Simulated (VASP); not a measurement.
# TaN (P6/mmm) in VASP: notebook, part 3 of 3

VASP 6.6.1. The steps go on from the part before.

### Step 4. Single point, r2SCAN

This run uses another cell than the first one, of 11.42 Å³/atom, 1.063 times its volume.

Contents of POSCAR:

```
TaN
1.0
    5.2082459739      0.0000000000      0.0000000000
   -2.6041229869      4.5104734519      0.0000000000
    0.0000000000      0.0000000000      2.9176612005
Ta N
3 3
Direct
    0.0000000000      0.0000000000      0.0000000000
    0.3333333333      0.6666666667      0.5000000000
    0.6666666667      0.3333333333      0.5000000000
    0.5000000000      0.0000000000      0.0000000000
    0.5000000000      0.5000000000      0.0000000000
    0.0000000000      0.5000000000      0.0000000000
```

Contents of INCAR.step1:

```
PREC     = Accurate       # precision mode
ENCUT    = 520            # plane-wave cutoff, eV
ISMEAR   = 0              # smearing method
SIGMA    = 0.1            # smearing width, eV
LREAL    = False          # projectors in reciprocal space
LASPH    = True           # aspherical terms in the spheres
NELM     = 60             # most SCF steps
NBANDS   = 33             # bands
GGA      = PE             # functional
ALGO     = Normal         # electronic algorithm
EDIFF    = 1E-4           # SCF threshold, eV
LWAVE    = True           # write WAVECAR
LCHARG   = False          # write CHGCAR
```

Contents of INCAR.step2:

```
PREC     = Accurate       # precision mode
ENCUT    = 520            # plane-wave cutoff, eV
EDIFF    = 1E-7           # SCF threshold, eV
ISMEAR   = 0              # smearing method
SIGMA    = 0.1            # smearing width, eV
LREAL    = False          # projectors in reciprocal space
LASPH    = True           # aspherical terms in the spheres
NELM     = 60             # most SCF steps
ALGO     = Normal         # electronic algorithm
ISIF     = 2              # what is computed and relaxed
LWAVE    = False          # write WAVECAR
LCHARG   = False          # write CHGCAR
METAGGA  = R2SCAN         # meta-GGA
LMIXTAU  = True         
NBANDS   = 33             # bands
ISTART   = 1
```

Contents of KPOINTS:

```
Automatic mesh
0
Gamma
  5 5 8
```

Potentials or basis: VASP PAW PBE potentials, release 64 (Ta_pv, N).

Run with:

```
$ cat potpaw_PBE.64/Ta_pv/POTCAR potpaw_PBE.64/N/POTCAR > POTCAR
$ cp INCAR.step1 INCAR
$ mpirun -np 1 vasp_std > vasp.out
$ cp INCAR.step2 INCAR
$ mpirun -np 1 vasp_std > vasp.out
```

OUTCAR:

```text
PREC = Accurate
   ENCUT = 520
   EDIFF = 1E-7
   ISMEAR = 0
   LREAL = False
   LASPH = True
   NELM = 60
   ISIF = 2
   METAGGA = R2SCAN
   ISTART = 1

 ion  position               nearest neighbor table
   1  0.000  0.000  0.000-   4 2.60   4 2.60   6 2.60   6 2.60   5 2.60   5 2.60   3 3.34   3 3.34
                             2 3.34   2 3.34   2 3.34   3 3.34   2 3.34   3 3.34   2 3.34   3 3.34
   2  0.333  0.667  0.500-   6 2.09   6 2.09   5 2.09   5 2.09   4 2.09   4 2.09   3 3.01   3 3.01
                             3 3.01   1 3.34   1 3.34   1 3.34   1 3.34   1 3.34   1 3.34
   3  0.667  0.333  0.500-   6 2.09   6 2.09   5 2.09   5 2.09   4 2.09   4 2.09   2 3.01   2 3.01
                             2 3.01   1 3.34   1 3.34   1 3.34   1 3.34   1 3.34   1 3.34
   4  0.500  0.000  0.000-   2 2.09   3 2.09   2 2.09   3 2.09   1 2.60   1 2.60
   5  0.500  0.500  0.000-   2 2.09   3 2.09   2 2.09   3 2.09   1 2.60   1 2.60
   6  0.000  0.500  0.000-   2 2.09   3 2.09   2 2.09   3 2.09   1 2.60   1 2.60

  LATTYP: Found a hexagonal cell.
 ALAT       =     5.2082459739
 C/A-ratio  =     0.5602003467

  Lattice vectors:

 A1 = (   5.2082459739,   0.0000000000,   0.0000000000)
 A2 = (  -2.6041229869,   4.5104734519,   0.0000000000)
 A3 = (   0.0000000000,   0.0000000000,   2.9176612005)

Analysis of symmetry for initial positions (statically):
=====================================================================
 Subroutine PRICEL returns:
 Original cell was already a primitive cell.

 Routine SETGRP: Setting up the symmetry group for a
 hexagonal supercell.

 Subroutine GETGRP returns: Found 24 space group operations
 (whereof 24 operations were pure point group operations)
 out of a pool of 24 trial point group operations.

The static configuration has the point symmetry D_6h.

Analysis of symmetry for dynamics (positions and initial velocities):
=====================================================================
 Subroutine PRICEL returns:
 Original cell was already a primitive cell.

 Routine SETGRP: Setting up the symmetry group for a
 hexagonal supercell.
[... 131 lines left out ...]
     AMIX     =   0.40;   BMIX     =  1.00
     AMIX_MAG =   1.60;   BMIX_MAG =  1.00
  volume/ion in A,a.u.               =      11.42        77.09
  Fermi-wavevector in a.u.,A,eV,Ry     =   1.453804  2.747291 28.756526  2.113545
  Thomas-Fermi vector in A             =   2.571028
   LORBIT       =      0    0 simple, 1 ext, 2 COOP (PROOUT), +10 PAW based schemes
   METAGGA = R2SCAN    functional components
   LHFCALC =     F    Hartree Fock is set to
   AEXX    =    0.0000 exact exchange contribution
   IVDW    =     0    specifies the selected vdW correction
   LEPSILON=     F    determine dielectric tensor
   LRPA    =     F    only Hartree local field effects (RPA)
 non-spin polarized calculation
 Gauss-broadening in eV      SIGMA  =   0.10
  energy-cutoff  :      520.00
  volume of cell :       68.54
 maximum number of plane-waves:      1860
 NGX is ok and might be reduce to    40
   NGX = 19   NGY = 19   NGZ = 11

 number of electron      48.0000000 magnetization

 Free energy of the ion-electron system (eV)
  ---------------------------------------------------
  ext. energy  EPLUGINS =         0.00000000
  ---------------------------------------------------
  free energy    TOTEN  =      -178.41714820 eV

  energy without entropy =     -178.41514065  energy(sigma->0) =     -178.41614442

 E-fermi :   8.1318     XC(G=0): -13.9874

 val. band max:        8.0614133318   @ k =   0.0000   0.0000   0.3750
 cond. band min:       8.2402135559   @ k =   0.2000   0.0000   0.2500
 fundamental gap:      0.1788002241
 Fermi energy:         8.1318141926

 k-point     1 :       0.0000    0.0000    0.0000
  band No.  band energies     occupation
      1     -29.5289      2.00000
      2     -29.5289      2.00000
      3     -29.1265      2.00000
      4     -29.1265      2.00000
      5     -28.9069      2.00000
      6     -28.7708      2.00000
[... 853 lines left out ...]
     32      12.1931      0.00000
     33      13.6319      0.00000

 [... further k-points ...]
[... 5 lines left out ...]
  --------------------------------------------------------------------------------------
  -------------------------------------------------------------------------------------
  Total        1.7131399      1.7131400      0.7515383      0.0000000      0.0000000     -0.0000000
  in kB       40.0456119     40.0456142     17.5676309      0.0000000      0.0000000     -0.0000000
  external PRESSURE =      32.5529524 kB  Pullay stress =       0.0000000 kB

 VOLUME and BASIS-vectors are now :
 -----------------------------------------------------------------------------
  energy-cutoff  :      520.00
  volume of cell :       68.54
      direct lattice vectors                 reciprocal lattice vectors
     5.208245974  0.000000000  0.000000000     0.192003220  0.110853108  0.000000000
    -2.604122987  4.510473452  0.000000000     0.000000000  0.221706216  0.000000000
     0.000000000  0.000000000  2.917661200     0.000000000  0.000000000  0.342740274

 POSITION                                       TOTAL-FORCE (eV/Angst)
 -----------------------------------------------------------------------------------
      0.00000      0.00000      0.00000        -0.000000     -0.000000      0.000000
     -0.00000      3.00698      1.45883         0.000000      0.000000     -0.000000
      2.60412      1.50349      1.45883        -0.000000     -0.000000      0.000000
      2.60412      0.00000      0.00000        -0.000000     -0.000000      0.000000
      1.30206      2.25524      0.00000        -0.000000     -0.000000      0.000000
     -1.30206      2.25524      0.00000        -0.000000     -0.000000      0.000000
 -----------------------------------------------------------------------------------
    total drift:                               -0.000000      0.000000     -0.000000

  FREE ENERGIE OF THE ION-ELECTRON SYSTEM (eV)
  ---------------------------------------------------
  free  energy   TOTEN  =      -178.4171482033 eV

  energy  without entropy=     -178.4151406455  energy(sigma->0) =     -178.41614442
```

OUTCAR.step1:

```text
PREC = Accurate
   ENCUT = 520
   ISMEAR = 0
   LREAL = False
   LASPH = True
[... 1103 lines left out ...]
      2.60412      1.50349      1.45883         0.000000     -0.000000     -0.000000
      2.60412      0.00000      0.00000        -0.000000      0.000000      0.000000
      1.30206      2.25524      0.00000        -0.000000      0.000000      0.000000
     -1.30206      2.25524      0.00000        -0.000000      0.000000      0.000000
 -----------------------------------------------------------------------------------
    total drift:                               -0.000000      0.000000     -0.000000

  FREE ENERGIE OF THE ION-ELECTRON SYSTEM (eV)
  ---------------------------------------------------
  free  energy   TOTEN  =       -64.7727139244 eV

  energy  without entropy=      -64.7675627373  energy(sigma->0) =      -64.77013833
```

OSZICAR.step1:

```text
N       E                     dE             d eps       ncg     rms          rms(c)
DAV:   1     0.450794647291E+03    0.45079E+03   -0.25844E+04  1650   0.152E+03
DAV:   2    -0.452598446011E+02   -0.49605E+03   -0.47171E+03  1865   0.451E+02
DAV:   3    -0.748956889655E+02   -0.29636E+02   -0.29054E+02  1993   0.106E+02
DAV:   4    -0.755292725474E+02   -0.63358E+00   -0.62678E+00  2120   0.149E+01
DAV:   5    -0.755437615493E+02   -0.14489E-01   -0.14471E-01  2060   0.178E+00    0.453E+01
DAV:   6    -0.653633692396E+02    0.10180E+02   -0.48768E+01  2087   0.386E+01    0.194E+01
DAV:   7    -0.649705105700E+02    0.39286E+00   -0.37969E+00  2112   0.141E+01    0.113E+01
DAV:   8    -0.648087747460E+02    0.16174E+00   -0.67450E-01  2070   0.510E+00    0.415E+00
DAV:   9    -0.647743285385E+02    0.34446E-01   -0.93596E-02  2033   0.277E+00    0.480E-01
DAV:  10    -0.647730283364E+02    0.13002E-02   -0.18155E-02  2088   0.735E-01    0.216E-01
DAV:  11    -0.647727317394E+02    0.29660E-03   -0.27192E-03  2060   0.343E-01    0.493E-02
DAV:  12    -0.647727139244E+02    0.17815E-04   -0.17577E-04  1474   0.949E-02
   1 F= -.64772714E+02 E0= -.64770138E+02  d E =-.515119E-02
```

It took 1.8 min on 1 thread of Intel Xeon 6975P-C (Granite Rapids), shared host; peak memory 0.21 GiB.

What came out:

| Quantity | Value |
| --- | --- |
| Free energy | -178.4171 eV |
| Pressure | 3.3 GPa |
| Band gap on the k mesh | zero (band 24 reaches 9.13 eV, above the bottom of band 25 at 6.96 eV) |

Stress tensor (GPa, compression positive):
```
4.00 0.00 0.00
0.00 4.00 0.00
0.00 0.00 1.76
```

Levels at points of the mesh, in eV from the Fermi level:
```tsv
k point	band 21	band 22	band 23	band 24	band 25	band 26	band 27	band 28
(0.00, 0.00, 0.00)	-3.32	-2.72	-2.17	-1.17	-1.17	0.86	0.86	1.49
(0.00, 0.00, 0.50)	-3.38	-3.38	-2.12	1.00	1.00	1.36	2.08	2.52
```

Caveat: the PAW data sets were made with another functional, which shifts forces and pressure a little; spin-orbit coupling is left out, which moves the levels of the heavy elements.

### Step 5. The runs side by side

| cell | gap on the mesh (eV) | pressure (GPa) |
| --- | --- | --- |
| a = 5.103, b = 5.103, c = 2.859 Å, angles 90.0, 90.0, 120.0°, 6 atoms | none | 26.7 |
| a = 5.156, b = 5.156, c = 2.888 Å, angles 90.0, 90.0, 120.0°, 6 atoms | none | 14.1 |
| a = 5.208, b = 5.208, c = 2.918 Å, angles 90.0, 90.0, 120.0°, 6 atoms | none | 3.3 |

Alike in all rows: task single point; level r2SCAN; potentials or basis VASP PAW PBE potentials, release 64 (Ta_pv, N); no spin polarisation; k mesh 5 × 5 × 8; cutoff (eV) 520; smearing gaussian 0.1 eV.

Caveats: the PAW data sets were made with another functional, which shifts forces and pressure a little; spin-orbit coupling is left out, which moves the levels of the heavy elements.

Absolute energies hang on the potentials; compare differences alone.
